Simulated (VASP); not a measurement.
# C (Fd-3m) in VASP: notebook

C is run at these levels: LDA; tasks: single point.

Program: VASP 6.6.1. These are calculated values, not measurements. Logs are shortened: lines on timing, memory, paths and dates and some standing lists are left out, and cuts for length are marked.

### 1 The cell of the first run

Symmetry: Fd-3m, No. 227, cubic system. The conventional cell has a = 3.532 Å, b = 3.532 Å, c = 3.532 Å, α = 90.00°, β = 90.00°, γ = 90.00°. C (site symmetry -43m) has 4 C at 1.53 Å within 2.0 Å.

### 2 Single point, LDA

INCAR

```
SYSTEM = C
ALGO = Normal ; EDIFF = 1E-6
ENCUT = 520 ; ISIF = 2
ISMEAR = -1 ; LASPH = .TRUE.
LCHARG = .TRUE. ; LELF = .TRUE.
LREAL = .FALSE. ; LVHAR = .TRUE.
LWAVE = .FALSE. ; NBANDS = 11
NELM = 60 ; PREC = Accurate
SIGMA = 0.05
```

KPOINTS

```
k-points
0
G
  13 13 13
  0 0 0
```

POSCAR

```
C
1.0
    0.0000000000      1.7658874545      1.7658874545
    1.7658874545      0.0000000000      1.7658874545
    1.7658874545      1.7658874545      0.0000000000
C
2
Direct
    0.5000000000      0.5000000000      0.5000000000
    0.7500000000      0.7500000000      0.7500000000
```

Potentials or basis: VASP PAW LDA potentials, release 64 (C).

Started as:

```
cat potpaw_LDA.64/C/POTCAR > POTCAR
mpirun -np 1 vasp_std > vasp.out
```

OUTCAR:

```text
SYSTEM = C
   EDIFF = 1E-6
   ENCUT = 520
   ISIF = 2
   ISMEAR = -1
   LASPH = .TRUE.
   LREAL = .FALSE.
   NELM = 60
   PREC = Accurate

 ion  position               nearest neighbor table
   1  0.500  0.500  0.500-   2 1.53   2 1.53   2 1.53   2 1.53
   2  0.750  0.750  0.750-   1 1.53   1 1.53   1 1.53   1 1.53

  LATTYP: Found a face centered cubic cell.
 ALAT       =     3.5317749090

  Lattice vectors:

 A1 = (   0.0000000000,   1.7658874545,   1.7658874545)
 A2 = (   1.7658874545,   0.0000000000,   1.7658874545)
 A3 = (   1.7658874545,   1.7658874545,   0.0000000000)

Analysis of symmetry for initial positions (statically):
=====================================================================
 Subroutine PRICEL returns:
 Original cell was already a primitive cell.

 Routine SETGRP: Setting up the symmetry group for a
 face centered cubic supercell.

 Subroutine GETGRP returns: Found 48 space group operations
 (whereof 24 operations were pure point group operations)
 out of a pool of 48 trial point group operations.

The static configuration has the point symmetry T_d .
 The point group associated with its full space group is O_h .

Analysis of symmetry for dynamics (positions and initial velocities):
=====================================================================
 Subroutine PRICEL returns:
 Original cell was already a primitive cell.

 Routine SETGRP: Setting up the symmetry group for a
 face centered cubic supercell.

 Subroutine GETGRP returns: Found 48 space group operations
 (whereof 24 operations were pure point group operations)
 out of a pool of 48 trial point group operations.

The dynamic configuration has the point symmetry T_d .
 The point group associated with its full space group is O_h .

 Subroutine INISYM returns: Found 48 space group operations
 (whereof 24 operations are pure point group operations),
 and found     1 'primitive' translations

----------------------------------------------------------------------------------------

                                     Primitive cell

  volume of cell :      11.0133

  direct lattice vectors                    reciprocal lattice vectors
     0.000000000  1.765887455  1.765887455    -0.283143752  0.283143752  0.283143752
     1.765887455  0.000000000  1.765887455     0.283143752 -0.283143752  0.283143752
     1.765887455  1.765887455  0.000000000     0.283143752  0.283143752 -0.283143752

  length of vectors
     2.497341988  2.497341988  2.497341988     0.490419365  0.490419365  0.490419365

  position of ions in fractional coordinates (direct lattice)
     0.500000000  0.500000000  0.500000000
     0.750000000  0.750000000  0.750000000

  ion indices of the primitive-cell ions
   primitive index   ion index
                 1           1
                 2           2

----------------------------------------------------------------------------------------

 KPOINTS: k-points

Automatic generation of k-mesh.
 Grid dimensions read from file:
 generate k-points for:   13   13   13

 Generating k-lattice:

  Cartesian coordinates                     Fractional coordinates (reciprocal lattice)
    -0.021780289  0.021780289  0.021780289     0.076923077  0.000000000  0.000000000
     0.021780289 -0.021780289  0.021780289     0.000000000  0.076923077  0.000000000
     0.021780289  0.021780289 -0.021780289     0.000000000  0.000000000  0.076923077

  Length of vectors
     0.037724567  0.037724567  0.037724567

  Shift w.r.t. Gamma in fractional coordinates (k-lattice)
     0.000000000  0.000000000  0.000000000

 Subroutine IBZKPT returns following result:
 ===========================================

 Found     84 irreducible k-points:

 Following reciprocal coordinates:
            Coordinates               Weight
  0.000000  0.000000  0.000000      1.000000
  0.076923  0.000000  0.000000      8.000000
  0.153846  0.000000  0.000000      8.000000
  0.230769  0.000000  0.000000      8.000000
  0.307692  0.000000  0.000000      8.000000
  0.384615  0.000000  0.000000      8.000000
[... 16 lines left out ...]
  0.384615  0.153846  0.000000     24.000000
  0.461538  0.153846  0.000000     24.000000
 [... further k-points ...]
   k-points           NKPTS =     84   k-points in BZ     NKDIM =     84   number of bands    NBANDS=     11
   number of dos      NEDOS =    301   number of ions     NIONS =      2
   total plane-waves  NPLWV =   8000
   dimension x,y,z NGX =    20 NGY =   20 NGZ =   20
   dimension x,y,z NGXF=    40 NGYF=   40 NGZF=   40
   ions per type =               2
   NGX,Y,Z   is equivalent  to a cutoff of  13.31, 13.31, 13.31 a.u.
   NGXF,Y,Z  is equivalent  to a cutoff of  26.63, 26.63, 26.63 a.u.
 SYSTEM =  C
   PREC   = accura    normal or accurate (medium, high low for compatibility)
   ISTART =      0    job   : 0-new  1-cont  2-samecut
   ICHARG =      2    charge: 1-file 2-atom 10-const
   ISPIN  =      1    spin polarized calculation?
   LNONCOLLINEAR =      F non collinear calculations
   LSORBIT =      F    spin-orbit coupling
   LASPH  =      T    aspherical Exc in radial PAW
   ENCUT  =  520.0 eV  38.22 Ry    6.18 a.u.   4.64  4.64  4.64*2*pi/ulx,y,z
   NELM   =     60;   NELMIN=  2; NELMDL= -5     # of ELM steps
   EDIFF  = 0.1E-05   stopping-criterion for ELM
   LREAL  =      F    real-space projection
   EDIFFG = 0.1E-04   stopping-criterion for IOM
   NSW    =      0    number of steps for IOM
   IBRION =     -1    ionic relax: 0-MD 1-quasi-New 2-CG
   NFREE  =      0    steps in history (QN), initial steepest desc. (CG)
   ISIF   =      2    stress and relaxation
   ISYM   =      2    0-nonsym 1-usesym 2-fastsym
   POTIM  = 0.5000    time-step for ionic-motion
   TEBEG  =    0.0;   TEEND  =   0.0 temperature during run
   PSTRESS=    0.0 pullay stress
   NELECT =       8.0000    total number of electrons
   NUPDOWN=      -1.0000    fix difference up-down
   EMIN   =  10.00;   EMAX   =-10.00  energy-range for DOS
   EFERMI =   0.00;   METHOD = LEGACY
   ISMEAR =    -1;   SIGMA  =   0.05  broadening in eV -4-tet -1-fermi 0-gaus
   EFERMI_NEDOS =   21; number of points for ismear=-14 and -15
   IALGO  =     38    algorithm
   IMIX   =      4    mixing-type and parameters
     AMIX     =   0.40;   BMIX     =  1.00
     AMIX_MAG =   1.60;   BMIX_MAG =  1.00
  volume/ion in A,a.u.               =       5.51        37.16
  Fermi-wavevector in a.u.,A,eV,Ry     =   1.471629  2.780976 29.466046  2.165693
  Thomas-Fermi vector in A             =   2.586742
   LORBIT       =      0    0 simple, 1 ext, 2 COOP (PROOUT), +10 PAW based schemes
   GGA     = CA    functional components
   LHFCALC =     F    Hartree Fock is set to
   AEXX    =    0.0000 exact exchange contribution
   IVDW    =     0    specifies the selected vdW correction
   LEPSILON=     F    determine dielectric tensor
   LRPA    =     F    only Hartree local field effects (RPA)
 non-spin polarized calculation
  energy-cutoff  :      520.00
  volume of cell :       11.01
 maximum number of plane-waves:       307
   NGX =  9   NGY =  9   NGZ =  9

 number of electron       7.9999998 magnetization

 Free energy of the ion-electron system (eV)
  ---------------------------------------------------
  ext. energy  EPLUGINS =         0.00000000
  ---------------------------------------------------
  free energy    TOTEN  =       -20.24523098 eV

  energy without entropy =      -20.24523098  energy(sigma->0) =      -20.24523098

 E-fermi :  11.2065     XC(G=0): -13.6431

 val. band max:       10.1610082289   @ k =   0.0000   0.0000   0.0000
 cond. band min:      14.3395119008   @ k =   0.3846   0.3846   0.0000
 fundamental gap:      4.1785036718
 Fermi energy:        11.2064849921

 k-point     1 :       0.0000    0.0000    0.0000
  band No.  band energies     occupation
      1     -11.5555      2.00000
      2      10.1610      2.00000
      3      10.1610      2.00000
      4      10.1610      2.00000
      5      15.7868      0.00000
      6      15.7868      0.00000
      7      15.7868      0.00000
      8      24.3989      0.00000
      9      29.5566      0.00000
     10      37.1236      0.00000
     11      37.1236      0.00000

 k-point     2 :       0.0769    0.0000    0.0000
  band No.  band energies     occupation
      1     -11.3883      2.00000
      2       9.0823      2.00000
      3       9.8737      2.00000
      4       9.8737      2.00000
      5      16.1625      0.00000
      6      16.1625      0.00000
      7      16.4486      0.00000
      8      24.4918      0.00000
      9      29.8259      0.00000
     10      34.9654      0.00000
     11      34.9654      0.00000

 k-point     3 :       0.1538    0.0000    0.0000
  band No.  band energies     occupation
      1     -10.8888      2.00000
      2       6.7875      2.00000
      3       9.2280      2.00000
      4       9.2280      2.00000
      5      17.0087      0.00000
      6      17.0087      0.00000
      7      17.5637      0.00000
      8      24.7555      0.00000
      9      30.4232      0.00000
     10      33.3303      0.00000
     11      33.3303      0.00000

 k-point     4 :       0.2308    0.0000    0.0000
  band No.  band energies     occupation
      1     -10.0620      2.00000
      2       4.1537      2.00000
      3       8.5312      2.00000
      4       8.5312      2.00000
      5      17.8561      0.00000
      6      17.8561      0.00000
      7      18.4550      0.00000
      8      25.1323      0.00000
      9      30.8924      0.00000
     10      32.7056      0.00000
     11      32.7056      0.00000
[... 239 lines left out ...]
 k-point    22 :       0.3077    0.1538    0.0000
  band No.  band energies     occupation
      1      -9.1328      2.00000
      2       3.5099      2.00000
      3       6.4925      2.00000
      4       7.1817      2.00000
      5      16.1907      0.00000
      6      20.7452      0.00000
      7      20.7699      0.00000
      8      22.4457      0.00000
      9      31.1822      0.00000
     10      31.7767      0.00000
     11      37.0572      0.00000

 k-point    23 :       0.3846    0.1538    0.0000
  band No.  band energies     occupation
      1      -7.9000      2.00000
      2       1.0531      2.00000
      3       6.1920      2.00000
      4       6.3938      2.00000
      5      16.8778      0.00000
      6      21.0025      0.00000
      7      21.2347      0.00000
      8      22.9612      0.00000
      9      31.4430      0.00000
     10      32.4525      0.00000
     11      37.4214      0.00000

 k-point    24 :       0.4615    0.1538    0.0000
  band No.  band energies     occupation
      1      -6.4146      2.00000
      2      -1.2482      2.00000
      3       5.6781      2.00000
      4       6.1548      2.00000
      5      17.3005      0.00000
      6      20.8607      0.00000
      7      21.4776      0.00000
      8      24.2037      0.00000
      9      30.8076      0.00000
     10      33.7682      0.00000
     11      37.4944      0.00000

 [... further k-points ...]

------------------------ aborting loop because EDIFF is reached ----------------------------------------

  FORCE on cell =-STRESS in cart. coord.  units (eV):
  Direction    XX          YY          ZZ          XY          YZ          ZX
  --------------------------------------------------------------------------------------
  -------------------------------------------------------------------------------------
  Total        0.1103154      0.1103154      0.1103154     -0.0000000      0.0000000      0.0000000
  in kB       16.0482438     16.0482438     16.0482438     -0.0000000      0.0000000      0.0000000
  external PRESSURE =      16.0482438 kB  Pullay stress =       0.0000000 kB

 VOLUME and BASIS-vectors are now :
 -----------------------------------------------------------------------------
  energy-cutoff  :      520.00
  volume of cell :       11.01
      direct lattice vectors                 reciprocal lattice vectors
     0.000000000  1.765887455  1.765887455    -0.283143752  0.283143752  0.283143752
     1.765887455  0.000000000  1.765887455     0.283143752 -0.283143752  0.283143752
     1.765887455  1.765887455  0.000000000     0.283143752  0.283143752 -0.283143752

 POSITION                                       TOTAL-FORCE (eV/Angst)
 -----------------------------------------------------------------------------------
      1.76589      1.76589      1.76589        -0.000000     -0.000000     -0.000000
      2.64883      2.64883      2.64883         0.000000      0.000000      0.000000
 -----------------------------------------------------------------------------------
    total drift:                                0.000000     -0.000000      0.000000

  FREE ENERGIE OF THE ION-ELECTRON SYSTEM (eV)
  ---------------------------------------------------
  free  energy   TOTEN  =       -20.2452309830 eV

  energy  without entropy=      -20.2452309830  energy(sigma->0) =      -20.24523098
```

Wall time 8.2 s (1 thread of AMD EPYC 7R43 (Zen 3), shared host); peak memory 0.08 GiB.

What came out:

| Property | Result |
| --- | --- |
| Free energy | -20.2452 eV |
| Pressure | 1.6 GPa |
| Band gap on the k mesh | 4.18 eV, indirect (least direct gap 5.63 eV) |

[end of part 1 of 3]
